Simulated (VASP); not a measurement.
MnS: single point with PBEsol

Crystal: MnS.

```
Mn S
1.0
     3.09904    0.00000    0.00000
     0.00000    3.09904    0.00000
     0.00000    0.00000    3.09904
Mn S
1 1
Direct
  0.50000 0.50000 0.50000
  0.00000 0.00000 0.00000
```

```
Program                : VASP 6.6.1
Task                   : single point
Functional             : PBEsol
Potentials or basis    : VASP PAW PBE potentials, release 64 (Mn_pv, S)
Cutoff                 : 520 eV
k mesh                 : 7 × 7 × 7
Occupations            : methfessel-paxton, width 0.1 eV
Spin                   : collinear spin, ferromagnetic start
Starting moments       : [5.2, 0.0] μB
Dipole correction      : no
Further INCAR settings : ALGO = Normal; EDIFF = 1e-06; NBANDS = 20
```

```json
{
  "Pressure": "-13.2 GPa",
  "Net moment": "3.31 μB per cell",
  "Site moments": "Mn +3.32; S -0.12 μB",
  "Valence electrons inside the program's atomic spheres": "Mn 11.43; S 3.60"
}
```

Levels at points of the mesh, in eV from the Fermi level:
Spin up:
| k point | band 7 | band 8 | band 9 | band 10 | band 11 | band 12 | band 13 | band 14 | band 15 | band 16 |
| --- | --- | --- | --- | --- | --- | --- | --- | --- | --- | --- |
| (0.00, 0.00, 0.00) | -1.90 | -1.90 | -1.90 | -1.77 | -1.77 | -1.77 | 1.92 | 6.94 | 6.94 | 15.37 |
Spin down:
| k point | band 5 | band 6 | band 7 | band 8 | band 9 | band 10 | band 11 | band 12 |
| --- | --- | --- | --- | --- | --- | --- | --- | --- |
| (0.00, 0.00, 0.00) | -1.80 | -1.80 | -1.80 | -1.14 | -1.14 | 1.38 | 1.38 | 1.38 |

Wall time 13 s on 1 thread of Intel Xeon 6975P-C, on a shared host, peak memory 0.15 GiB.

Caveat: the PAW data sets were made with another functional, which shifts forces and pressure a little; a cell with one magnetic atom can't hold antiferromagnetic order, which such compounds often take; semilocal functionals often make such compounds metallic where correlation or magnetic order opens a gap, which also shifts bond lengths. With open d or f shells a metallic result of PBEsol can be an artefact of self-interaction; +U or a hybrid may open a gap.
